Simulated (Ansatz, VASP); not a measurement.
**One calculation of WC, two programs**

```
W C
1.0
     2.90050    0.00000    0.00000
    -1.45025    2.51191    0.00000
     0.00000    0.00000    2.82900
W C
1 1
Direct
  0.00000 0.00000 0.07953
  0.66667 0.33333 0.50000
```

Change from the starting cell: all W atoms moved +0.225 Å, as atom 1 along Cartesian [0 0 1].

Alike in both runs: task single point; functional r2SCAN; k mesh 18 × 18 × 16; occupations gaussian, width 0.15 eV; no spin polarisation.

```csv
,VASP,Ansatz
version,VASP 6.6.1,Ansatz 0.2.0
potentials or method,"VASP PAW PBE potentials, release 64 (W_sv, C), cutoff 520 eV","scalar-relativistic, plane waves, PAW"
valence electrons in the cell,18,18
```

```csv
,VASP,Ansatz,Ansatz less VASP
gap on the k mesh at the Fermi level (eV),none,none,-
pressure (GPa),18.2,16.0,-2.21
"traceless stress, the component that is largest in VASP (GPa)",2.16,2.07,-0.091
rms of the force components (eV/Å),2.075,2.053,-0.0218
```

VASP's potentials were made for PBE, not for r2SCAN. Atom by atom the forces differ by 0.022 eV/Å (rms over components). A gap of «none» marks a metal or a gap that the smearing closes. The functional is the same, so the differences come from potentials, cutoffs and numerics.

Spin-orbit coupling is off throughout.
